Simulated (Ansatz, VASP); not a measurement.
Two plane-wave programs on SnO2

File INCAR:

```
  ALGO = Normal
  EDIFF = 1E-6
  ENCUT = 520
  ISIF = 2
  ISMEAR = 0
  LASPH = True
  LCHARG = False
  LREAL = False
  LWAVE = False
  NBANDS = 35
  NELM = 100
  PREC = Accurate
  SIGMA = 0.05
```

Contents of KPOINTS:

```
k-points
0
Gamma
  6 6 8
```

Contents of POSCAR:

```
SnO2
1.0
    4.7201335122      0.0000000000      0.0000000000
    0.0000000000      4.7206343096      0.0000000000
    0.0000000000      0.0000000000      3.1888226875
Sn O
2 4
Direct
    0.4934944068      0.4924863052      0.5000000000
    0.0065189374     -0.0075252158      0.0000000000
    0.2550620020      0.3609424821      0.0000000000
    0.8031512215      0.1948506636      0.5000000000
    0.2448884920      0.8608998690      0.5000000000
    0.6967992724      0.6948932767      0.0000000000
```

Input for Ansatz:

```yaml
crystal:
  lattice:
    - [4.7201335122, 0.0, 0.0]
    - [0.0, 4.7206343096, 0.0]
    - [0.0, 0.0, 3.1888226875]
  atoms:
    - { symbol: Sn, position: [0.4934944068, 0.4924863052, 0.5] }
    - { symbol: Sn, position: [0.0065189374, -0.0075252158, 0.0] }
    - { symbol: O, position: [0.255062002, 0.3609424821, 0.0] }
    - { symbol: O, position: [0.8031512215, 0.1948506636, 0.5] }
    - { symbol: O, position: [0.244888492, 0.860899869, 0.5] }
    - { symbol: O, position: [0.6967992724, 0.6948932767, 0.0] }
basis:
  ecutwfc: 520.0
kpoints:
  mp_grid: { grid: [6, 6, 8] }
hamiltonian:
  xc: lda
  pseudopotentials: { kind: paw, azcp: { folder: soft_1 } }
scf:
  occupations: { method: gaussian, width: 0.05 }
output:
  forces: true
  stress: true
  eigenvalues: true
  write_density: true
  write_potential: true
  elf: true
  volumetric_format: npy
```

Change from the starting cell: mode 4 frozen in at -0.179 Å and mode 7 at -0.174 Å (largest displacements).

Alike in both runs: task single point; functional LDA; k mesh 6 × 6 × 8; occupations gaussian, width 0.05 eV; no spin polarisation.

```csv
,VASP,Ansatz
version,VASP 6.6.1,Ansatz 0.2.0
potentials or method,"VASP PAW LDA potentials, release 64 (Sn_d, O), cutoff 520 eV","scalar-relativistic, plane waves, PAW"
valence electrons in the cell,52,52
```

|  | VASP | Ansatz | Ansatz less VASP |
| --- | --- | --- | --- |
| gap on the k mesh at the Fermi level (eV) | 1.31 | 1.29 | -0.018 |
| least direct gap on the mesh (eV) | 1.31 | 1.29 | -0.018 |
| pressure (GPa) | -1.3 | -2.6 | -1.27 |
| traceless stress, the component that is largest in VASP (GPa) | 1.01 | 0.65 | -0.364 |
| rms of the force components (eV/Å) | 0.353 | 0.355 | +0.0019 |

Ansatz warns that its potentials were made for another functional, while VASP's fit it. LDA's correlation is that of Perdew and Zunger in VASP and of Perdew and Wang (1992) in Ansatz. Atom by atom the forces differ by 0.017 eV/Å (rms over components).
